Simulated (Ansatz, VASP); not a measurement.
## One calculation of SrO, two programs

File INCAR:

```
PREC     = Accurate       # precision mode
ENCUT    = 520            # plane-wave cutoff, eV
EDIFF    = 1E-6           # SCF threshold, eV
ISMEAR   = 0              # smearing method
SIGMA    = 0.05           # smearing width, eV
LREAL    = False          # projectors in reciprocal space
LASPH    = True           # aspherical terms in the spheres
NELM     = 60             # most SCF steps
ALGO     = Normal         # electronic algorithm
ISIF     = 2              # what is computed and relaxed
LWAVE    = False          # write WAVECAR
LCHARG   = False          # write CHGCAR
GGA      = PE             # functional
NBANDS   = 15             # bands
```

Contents of KPOINTS:

```
regular mesh
0
Gamma
  8 8 8
```

File POSCAR:

```
SrO
1.0
    0.0000000000      2.6982900000      2.6340450000
    2.6982900000      0.0000000000      2.6340450000
    2.6982900000      2.6982900000      0.0000000000
Sr O
1 1
Direct
    0.0000000000      0.0000000000      0.0000000000
    0.5000000000      0.5000000000      0.5000000000
```

Input for Ansatz:

```yaml
crystal:
  lattice:
    - [0.0, 2.69829, 2.634045]
    - [2.69829, 0.0, 2.634045]
    - [2.69829, 2.69829, 0.0]
  atoms:
    - { symbol: Sr, position: [0.0, 0.0, 0.0] }
    - { symbol: O, position: [0.5, 0.5, 0.5] }
basis:
  ecutwfc: 420
kpoints:
  mp_grid: { grid: [8, 8, 8] }
hamiltonian:
  xc: pbe
scf:
  occupations: { method: gaussian, width: 0.05 }
output:
  forces: true
  stress: true
  eigenvalues: true
```

Change from the starting cell: strain +0.050 along x and y, +0.025 along z, atoms carried along.

Alike in both runs: task single point; functional PBE; k mesh 8 × 8 × 8; occupations gaussian, width 0.05 eV; no spin polarisation.

```csv
,VASP,Ansatz
version,VASP 6.6.1,Ansatz 0.2.0
potentials or method,"VASP PAW PBE potentials, release 64 (Sr_sv, O), cutoff 520 eV","scalar-relativistic, plane waves, PAW"
valence electrons in the cell,16,16
```

Ansatz gave:

* gap on the k mesh at the Fermi level (eV): 3.15
* least direct gap on the mesh (eV): 3.15
* pressure (GPa): -6.1
* traceless stress, the component that is largest in VASP (GPa): 1.04

Q: Estimate VASP's values.

A: gap on the k mesh at the Fermi level (eV): 3.13; least direct gap on the mesh (eV): 3.13; pressure (GPa): -5.8; traceless stress, the component that is largest in VASP (GPa): 1.11.
